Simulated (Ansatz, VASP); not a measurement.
**One calculation of Ta2N, two programs**

The input INCAR:

```
SYSTEM = Ta2N
ALGO = Normal
EDIFF = 1E-6
ENCUT = 520
GGA = PE
ISIF = 2
ISMEAR = 0
LASPH = .True.
LCHARG = .True.
LELF = .True.
LREAL = .False.
LVHAR = .True.
LWAVE = .False.
NBANDS = 20
NELM = 100
PREC = Accurate
SIGMA = 0.15
```

Contents of KPOINTS:

```
k-points
0
Gamma
  18 18 10
  0 0 0
```

POSCAR

```
Ta2N
1.0
    3.1011400584      0.0000000000      0.0000000000
   -1.5505700292      2.7125227320      0.0000000000
    0.0000000000      0.0000000000      4.8818900414
Ta N
2 1
Direct
    0.6666666667      0.3333333333      0.7449050326
    0.3333333333      0.6666666667      0.2550949674
    0.0000000000      0.0000000000      0.0000000000
```

Input for Ansatz:

```yaml
crystal:
  lattice:
    - [3.1011400584, 0.0, 0.0]
    - [-1.5505700292, 2.712522732, 0.0]
    - [0.0, 0.0, 4.8818900414]
  atoms:
    - { symbol: Ta, position: [0.6666666667, 0.3333333333, 0.7449050326] }
    - { symbol: Ta, position: [0.3333333333, 0.6666666667, 0.2550949674] }
    - { symbol: "N", position: [0.0, 0.0, 0.0] }
basis:
  ecutwfc: 420
kpoints:
  mp_grid: { grid: [18, 18, 10] }
hamiltonian:
  xc: pbe
scf:
  occupations: { method: gaussian, width: 0.15 }
output:
  forces: true
  stress: true
  eigenvalues: true
```

Change from the starting cell: strain +0.0100 x Voigt [0, 1, 0, 0, 0, 0], atoms carried along.

Alike in both runs: task single point; functional PBE; k mesh 18 × 18 × 10; occupations gaussian, width 0.15 eV; no spin polarisation.

```csv
,VASP,Ansatz
version,VASP 6.6.1,Ansatz 0.2.0
potentials or method,"VASP PAW PBE potentials, release 64 (Ta_pv, N), cutoff 520 eV","scalar-relativistic, plane waves, PAW"
valence electrons in the cell,27,31
```

VASP gave:

| Property | Result |
| --- | --- |
| gap on the k mesh at the Fermi level (eV) | none |
| pressure (GPa) | -2.3 |
| traceless stress, the component that is largest in VASP (GPa) | -1.71 |
| rms of the force components (eV/Å) | 0.024 |

Question: Estimate Ansatz's values.

Answer: gap on the k mesh at the Fermi level (eV): none; pressure (GPa): -2.7; traceless stress, the component that is largest in VASP (GPa): -1.74; rms of the force components (eV/Å): 0.045.

Atom by atom the forces differ by 0.021 eV/Å (rms over components). A gap of «none» marks a metal or a gap that the smearing closes. The functional is the same, so the differences come from potentials, cutoffs and numerics. VASP's potentials hold 27 valence electrons a cell and Ansatz's 31, so a difference there can come from the potentials and not from the codes.

Spin-orbit coupling is off throughout.
